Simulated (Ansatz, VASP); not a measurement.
# One calculation of Ag, two programs

```xyz
8
Lattice="-4.0862 -4.0862 0.0000 0.0000 -4.0862 4.0862 -4.0862 0.0000 4.0862" Properties=species:S:1:pos:R:3 pbc="T T T"
Ag   -2.0431   -2.0431    0.0000
Ag    0.0000    0.0000    0.0000
Ag   -2.0431   -4.0862    2.0431
Ag    0.0000   -2.0431    2.0431
Ag   -4.0862   -2.0431    2.0431
Ag   -2.0431    0.0000    2.0431
Ag   -4.0862   -4.0862    4.0862
Ag   -2.0431   -2.0431    4.0862
```

Alike in both runs: task single point; functional PBEsol; k mesh 10 × 10 × 10; occupations gaussian, width 0.15 eV; no spin polarisation.

|  | VASP | Ansatz |
| --- | --- | --- |
| version | VASP 6.6.1 | Ansatz 0.2.0 |
| potentials or method | VASP PAW PBE potentials, release 64 (Ag), cutoff 520 eV | scalar-relativistic, plane waves, PAW |
| valence electrons in the cell | 88 | 152 |

|  | VASP | Ansatz | Ansatz less VASP |
| --- | --- | --- | --- |
| gap on the k mesh at the Fermi level (eV) | none | none | - |
| pressure (GPa) | -2.8 | -2.6 | +0.22 |

VASP's potentials were made for PBE, not for PBEsol. A gap of «none» marks a metal or a gap that the smearing closes. VASP's potentials hold 88 valence electrons a cell and Ansatz's 152, so a difference there can come from the potentials and not from the codes.
